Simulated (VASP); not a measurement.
# HfSiO4: relaxation of cell and atoms with PBE

Crystal: HfSiO4.

```
Hf Si O
1.0
     0.00000    3.39165    3.39165
     3.39165    0.00000    3.39165
     3.39165    3.39165    0.00000
Hf Si O
1 1 4
Direct
  0.50000 0.50000 0.50000
  0.00000 0.00000 0.00000
  0.11110 0.66670 0.11110
  0.11110 0.11110 0.66670
  0.66670 0.11110 0.11110
  0.11110 0.11110 0.11110
```

The cell was built from a structure type or drawn by symmetry, and may not be a known phase.

```json
{
 "Program": "VASP 6.6.1",
 "Task": "relaxation of cell and atoms",
 "Functional": "PBE",
 "Potentials or basis": "VASP PAW PBE potentials, release 64 (Hf_pv, Si, O)",
 "Cutoff": "600 eV",
 "k mesh": "4 × 4 × 4",
 "Occupations": "gaussian, width 0.1 eV",
 "Spin": "no spin polarisation",
 "Dipole correction": "no",
 "Further INCAR settings": "ALGO = Normal; EDIFF = 1e-06; IBRION = 2; EDIFFG = -0.04; NSW = 90; ISIF = 3"
}
```

```
Relaxed volume                        : 13.73 Å³/atom
Relaxed cell                          : a = 4.884 Å, b = 4.884 Å, c = 4.884 Å, α = 60.00°, β = 60.00°, γ = 60.00°
Space group after relaxing (to 0.1 Å) : F-43m (No. 216)
Pressure after relaxing               : 0.1 GPa
Largest force after relaxing          : 0.004 eV/Å
Band gap on the k mesh                : 0.13 eV (least direct gap 0.15 eV)
```

Forces on the atoms (eV/Å):
```
Hf   0.000  0.000  0.000
Si   0.000  0.000  0.000
O   -0.003  0.003 -0.003
O   -0.003 -0.003  0.003
O    0.003 -0.003 -0.003
O    0.003  0.003  0.003
```

Final structure:
```
CELL_PARAMETERS angstrom
0.00000 3.45352 3.45352
3.45352 0.00000 3.45352
3.45352 3.45352 0.00000
ATOMIC_POSITIONS crystal
Hf 0.50000 0.50000 0.50000
Si 0.00000 0.00000 0.00000
O 0.13245 0.60264 0.13245
O 0.13245 0.13245 0.60264
O 0.60264 0.13245 0.13245
O 0.13245 0.13245 0.13245
```

Levels at points of the mesh, in eV from the valence-band top:
```tsv
k point	band 15	band 16	band 17	band 18	band 19	band 20	band 21	band 22	band 23
(0.00, 0.00, 0.00)	-0.41	-0.41	-0.02	-0.02	-0.02	0.13	1.51	1.51	1.51
(0.50, 0.00, 0.00)	-2.32	-2.32	-0.52	-0.52	0.00	0.73	1.81	1.81	1.99
(0.50, 0.50, 0.00)	-2.66	-2.66	-1.67	-0.32	-0.32	0.95	1.43	1.45	1.45
```

Wall time 4.3 min on 1 thread of Intel(R) Xeon(R) Platinum 8488C (Sapphire Rapids) (shared host), peak memory 0.24 GiB.

Caveat: spin-orbit coupling is left out, which moves the levels of the heavy elements. A k mesh can miss the band edges.
